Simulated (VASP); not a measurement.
Here is a VASP 6.6.1 calculation.

File INCAR:

```
ALGO = Normal
EDIFF = 1E-6
ENCUT = 520
GGA = CA
ISIF = 2
ISMEAR = -1
LASPH = T
LCHARG = F
LREAL = F
LWAVE = F
NBANDS = 12
NELM = 60
PREC = Accurate
SIGMA = 0.05
```

The input KPOINTS:

```
k-points
0
Gamma
  11 11 11
```

POSCAR

```
In
1.0
   -1.6362350157      1.6362350157      2.4900825966
    1.6362350157     -1.6362350157      2.4900825966
    1.6362350157      1.6362350157     -2.4900825966
In
1
Direct
    0.0000000000      0.0000000000      0.0000000000
```

Potentials or basis: VASP PAW LDA potentials, release 64 (In_d).

Run with:

```console
$ cat potpaw_LDA.64/In_d/POTCAR > POTCAR
$ mpirun -np 1 vasp_std > vasp.out
```

**Question.** Predict the pressure.

**Answer.** -3.2 GPa.
